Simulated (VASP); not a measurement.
Crystal: Ag.

```xyz
1
Lattice="0.0000 2.0427 2.0427 2.0427 0.0000 2.0427 2.0427 2.0427 0.0000" Properties=species:S:1:pos:R:3 pbc="T T T"
Ag    0.0000    0.0000    0.0000
```

```yaml
Program: VASP 6.6.1
Task: relaxation of cell and atoms
Functional: PBE
Potentials_or_basis: VASP PAW PBE potentials, release 64 (Ag)
Cutoff: 600 eV
k_mesh: 11 × 11 × 11
Occupations: fermi-dirac, width 0.05 eV
Spin: no spin polarisation
```

At the start: pressure 4.2 GPa; volume 17.05 Å³/atom.

Problem. Where does the relaxation end?

Solution. Over 3 steps the energy falls by 9.1 meV/atom and the volume is 17.77 Å³/atom (+4.2 %); space group Fm-3m (No. 225, to 0.05 Å).

Step by step:
| step | energy change (eV) | largest force (eV/Å) | pressure (GPa) | volume (Å³) |
| --- | --- | --- | --- | --- |
| 1 | 0.0000 | 0.0000 | 4.23 | 17.05 |
| 2 | -0.0066 | 0.0000 | -1.90 | 18.18 |
| 3 | -0.0091 | 0.0000 | 0.01 | 17.77 |

Final structure:
```xyz
1
Lattice="0.0000 2.0712 2.0712 2.0712 0.0000 2.0712 2.0712 2.0712 0.0000" Properties=species:S:1:pos:R:3 pbc="T T T"
Ag    0.0000    0.0000    0.0000
```
